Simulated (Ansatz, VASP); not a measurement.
Two plane-wave programs on K

```
K
1.0
    -2.69761    2.69761    2.50612
     2.69761   -2.69761    2.50612
     2.69761    2.69761   -2.50612
K
1
Direct
  0.00000 0.00000 0.00000
```

Alike in both runs: task relaxation of cell and atoms; functional PBEsol; k mesh 12 × 12 × 12; occupations gaussian, width 0.1 eV; no spin polarisation.

|  | VASP | Ansatz |
| --- | --- | --- |
| version | VASP 6.6.1 | Ansatz 0.2.0 |
| potentials or method | VASP PAW PBE potentials, release 64 (K_sv), cutoff 600 eV | scalar-relativistic, plane waves, PAW |
| valence electrons in the cell | 9 | 9 |

|  | VASP | Ansatz | Ansatz less VASP |
| --- | --- | --- | --- |
| gap on the k mesh at the Fermi level, each at its own relaxed structure (eV) | none | none | - |
| relaxed volume (Å³/atom) | 70.89 | 70.81 | -0.079 |
| relaxed length of the cell vector where the two differ most in proportion (Å) | 4.521 | 4.519 | -0.0021 |

VASP's potentials were made for PBE, not for PBEsol. A gap of «none» marks a metal or a gap that the smearing closes.
